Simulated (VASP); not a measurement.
A run of VASP 6.6.1:

INCAR

```
SYSTEM = S
ALGO = Normal ; EDIFF = 1E-6
ENCUT = 520 ; GGA = PE
ISIF = 2 ; ISMEAR = -1
LASPH = .True. ; LCHARG = .True.
LELF = .True. ; LREAL = .False.
LVHAR = .True. ; LWAVE = .False.
NBANDS = 9 ; NELM = 60
PREC = Accurate ; SIGMA = 0.05
```

Contents of KPOINTS:

```
k-points
0
Gamma
  19 19 19
  0 0 0
```

File POSCAR:

```
S
1.0
    1.8775208806      0.0000000000      0.0000000000
    0.0000000000      1.8775208806      0.0000000000
    0.0000000000      0.0000000000      1.8775208806
S
1
Direct
    0.0000000000      0.0000000000      0.0000000000
```

Potentials or basis: VASP PAW PBE potentials, release 64 (S).

Run with:

```sh
$ cat potpaw_PBE.64/S/POTCAR > POTCAR
$ mpirun -np 1 vasp_std > vasp.out
```

Hardware: 1 thread of Intel(R) Xeon(R) Platinum 8259CL CPU @ 2.50GHz (Skylake/Cascade Lake), on a shared host.

Q: Estimate the wall time of this run.

A: Run time: 8.1 s on 1 thread of Intel(R) Xeon(R) Platinum 8259CL CPU @ 2.50GHz (Skylake/Cascade Lake), on a shared host, peak memory 0.11 GiB. Counts: scf iterations 10, k points 220.
